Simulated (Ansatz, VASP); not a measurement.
## One calculation of TiO2, two programs

```
CELL_PARAMETERS angstrom
0.00000 2.42080 2.42080
2.42080 0.00000 2.42080
2.42080 2.42080 0.00000
ATOMIC_POSITIONS crystal
Ti 0.00000 0.00000 0.00000
O 0.25000 0.25000 0.25000
O 0.75000 0.75000 0.75000
```

Change from the starting cell: hydrostatic strain +1.0%.

Alike in both runs: task single point; functional PBE; k mesh 10 × 10 × 10; occupations fermi-dirac, width 0.02 eV; no spin polarisation.

|  | VASP | Ansatz |
| --- | --- | --- |
| version | VASP 6.6.1 | Ansatz 0.2.0 |
| potentials or method | VASP PAW PBE potentials, release 64 (Ti_sv, O) | plane waves, PAW |
| plane-wave cutoff (eV) | 520 | 420 |
| valence electrons in the cell | 24 | 24 |

Ansatz gave:

```
gap on the k mesh at the Fermi level (eV) : 1.12
pressure (GPa)                            : -1.8
```

**Question.** Estimate VASP's values.

**Answer.** gap on the k mesh at the Fermi level (eV): 1.10; pressure (GPa): -1.0.
